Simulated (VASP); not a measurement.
HCl: single point with PBE+D3(BJ)

HCl:

```
Cl H
1.0
     7.41686    0.00000    0.00000
     0.00000    7.41686    0.00000
     0.00000    0.00000    7.41686
Cl H
10 10
Cartesian
  4.4004 2.4789 4.5089
  3.0067 1.3446 -0.1132
  4.6838 4.2400 1.5734
  -0.3377 4.8005 4.3072
  7.7651 3.7024 7.4397
  3.5635 5.8154 5.4804
  5.7168 7.9042 2.0377
  1.2975 1.9685 3.2059
  -0.3234 0.2109 6.1199
  1.7440 6.1425 1.8081
  4.5970 3.2403 3.4388
  2.5977 0.3877 0.6906
  3.6785 5.0407 1.8696
  0.3048 3.7339 3.8657
  7.4024 4.1715 6.2539
  3.3477 7.0240 5.9551
  6.2161 7.7938 0.8332
  2.4859 2.2253 3.7300
  0.7030 0.9322 6.4814
  1.2727 5.2514 0.9077
```

```yaml
Program: VASP 6.6.1
Task: single point
Functional: PBE
Dispersion: D3(BJ)
Potentials_or_basis: VASP PAW PBE potentials, release 64 (Cl, H_h)
Cutoff: 1000 eV
k_mesh: 1 × 1 × 1
Occupations: fermi-dirac, width 0.05 eV
Spin: no spin polarisation
Dipole_correction: no
Further_INCAR_settings: LREAL = Auto; ALGO = Normal; EDIFF = 1e-06; NBANDS = 56
```

| Quantity | Value |
| --- | --- |
| Pressure | 0.3 GPa |
| Largest force | 0.426 eV/Å |
| Dispersion energy per atom | -0.080 eV |

Forces in eV/Å, atoms in the order of the input:
```
Cl  -0.015  0.152 -0.129
Cl  -0.133 -0.075  0.033
Cl  -0.308  0.193  0.123
Cl   0.072 -0.143  0.005
Cl  -0.006 -0.132 -0.031
Cl  -0.073  0.371  0.127
Cl   0.159 -0.001 -0.213
Cl   0.047  0.033  0.008
Cl   0.208  0.199  0.146
Cl  -0.032 -0.245 -0.250
H    0.009 -0.120  0.094
H    0.045  0.042 -0.050
H    0.240 -0.186 -0.128
H   -0.077  0.108  0.041
H    0.037  0.084 -0.019
H    0.082 -0.390 -0.138
H   -0.132 -0.013  0.216
H   -0.057 -0.034 -0.015
H   -0.176 -0.145 -0.101
H    0.110  0.302  0.281
```

Stress tensor (GPa, compression positive):
```
 0.28 -0.12 -0.11
-0.12  0.28  0.02
-0.11  0.02  0.30
```

Levels at points of the mesh, in eV from the Fermi level:
| k point | band 37 | band 38 | band 39 | band 40 | band 41 | band 42 | band 43 | band 44 |
| --- | --- | --- | --- | --- | --- | --- | --- | --- |
| (0.00, 0.00, 0.00) | -1.46 | -1.38 | -1.32 | -1.24 | 4.43 | 5.52 | 5.59 | 5.81 |

Run time: 100 s on 1 thread of Intel(R) Xeon(R) Platinum 8259CL CPU @ 2.50GHz (Skylake/Cascade Lake) (shared host), peak memory 0.85 GiB.

Caveat: the k points lie up to 0.85 Å⁻¹ apart, too coarse for converged energies, forces and pressures.
